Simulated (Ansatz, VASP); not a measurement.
AlNi3: VASP beside Ansatz

Contents of POSCAR:

```
AlNi3
1.0
    3.5953054025      0.0000000000      0.0000000000
    0.0000000000      3.5953054025      0.0000000000
    0.0000000000      0.0000000000      3.5953054025
Al Ni
1 3
Direct
    0.0000000000      0.0000000000      0.0000000000
    0.0000000000      0.5000000000      0.5000000000
    0.5000000000      0.0000000000      0.5000000000
    0.5000000000      0.5000000000      0.0000000000
```

Contents of INCAR.step1:

```
ALGO = Normal ; EDIFF = 1E-4
ENCUT = 520 ; GGA = PE
ISMEAR = 0 ; ISPIN = 2
LASPH = True ; LCHARG = False
LMAXMIX = 4 ; LREAL = False
LWAVE = True ; MAGMOM = 0 0.4 0.4 0.4
NBANDS = 28 ; NELM = 150
PREC = Accurate ; SIGMA = 0.1
```

INCAR.step2

```
ALGO = Normal ; EDIFF = 1E-6
ENCUT = 520 ; ISIF = 2
ISMEAR = 0 ; ISPIN = 2
ISTART = 1 ; LASPH = True
LCHARG = True ; LELF = True
LMAXMIX = 4 ; LMIXTAU = True
LORBIT = 11 ; LREAL = False
LVHAR = True ; LWAVE = False
MAGMOM = 0 0.4 0.4 0.4 ; METAGGA = R2SCAN
NBANDS = 28 ; NELM = 150
PREC = Accurate ; SIGMA = 0.1
```

File KPOINTS:

```
k-points
0
Gamma
  12 12 12
```

Input for Ansatz:

```yaml
crystal:
  lattice:
    - [3.5953054025, 0.0, 0.0]
    - [0.0, 3.5953054025, 0.0]
    - [0.0, 0.0, 3.5953054025]
  atoms:
    - { symbol: Al, position: [0.0, 0.0, 0.0] }
    - { symbol: Ni, position: [0.0, 0.5, 0.5], spin: 0.4 }
    - { symbol: Ni, position: [0.5, 0.0, 0.5], spin: 0.4 }
    - { symbol: Ni, position: [0.5, 0.5, 0.0], spin: 0.4 }
basis:
  ecutwfc: 500
kpoints:
  mp_grid: { grid: [12, 12, 12] }
hamiltonian:
  xc: r2scan
scf:
  occupations: { method: gaussian, width: 0.1 }
output:
  forces: true
  stress: true
  eigenvalues: true
  populations: true
magnetization:
  spin_polarized: true
```

Alike in both runs: task single point; functional r2SCAN; k mesh 12 × 12 × 12; occupations gaussian, width 0.1 eV; collinear spin.

|  | VASP | Ansatz |
| --- | --- | --- |
| version | VASP 6.6.1 | Ansatz 0.2.0 |
| potentials or method | VASP PAW PBE potentials, release 64 (Al, Ni), cutoff 520 eV | scalar-relativistic, plane waves, PAW |
| valence electrons in the cell | 33 | 57 |

```tsv
	VASP	Ansatz	Ansatz less VASP
gap on the k mesh at the Fermi level (eV)	none	none	-
pressure (GPa)	-10.2	-10.3	-0.12
net moment per atom (μB)	0.23	0.23	+0.006
size of the moment on the site where the two differ most (μB)	0.35	0.38	+0.034
```

VASP's potentials were made for PBE, not for r2SCAN. Site moments also hang on the region over which each program counts them. A gap of «none» marks a metal or a gap that the smearing closes. VASP's potentials hold 33 valence electrons a cell and Ansatz's 57, so a difference there can come from the potentials and not from the codes. Ansatz's warnings: stability check not made.
